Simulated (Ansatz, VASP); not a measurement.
# Two plane-wave programs on ZnS3

```
Zn S
1.0
     4.07421    0.00000    0.00000
     0.00000    4.07421    0.00000
     0.00000    0.00000    4.07421
Zn S
1 3
Direct
  0.00000 0.00000 0.00000
  0.00000 0.50000 0.50000
  0.50000 0.00000 0.50000
  0.50000 0.50000 0.00000
```

Alike in both runs: functional PBE; k mesh 4 × 4 × 4; occupations gaussian, width 0.1 eV; no spin polarisation.

Ansatz relaxed the structure, and its values are those at the end. VASP's run is a single point on that final structure, the one shown.

|  | VASP | Ansatz |
| --- | --- | --- |
| version | VASP 6.6.1 | Ansatz 0.2.0 |
| potentials or method | VASP PAW PBE potentials, release 64 (Zn, S), cutoff 520 eV | scalar-relativistic, plane waves, PAW |
| valence electrons in the cell | 30 | 30 |

|  | VASP | Ansatz | Ansatz less VASP |
| --- | --- | --- | --- |
| gap on the k mesh at the Fermi level (eV) | none | none | - |
| pressure (GPa) | -0.1 | 0.0 | +0.03 |

A gap of «none» marks a metal or a gap that the smearing closes.

The k mesh is coarse, so the values compare programs but aren't converged.
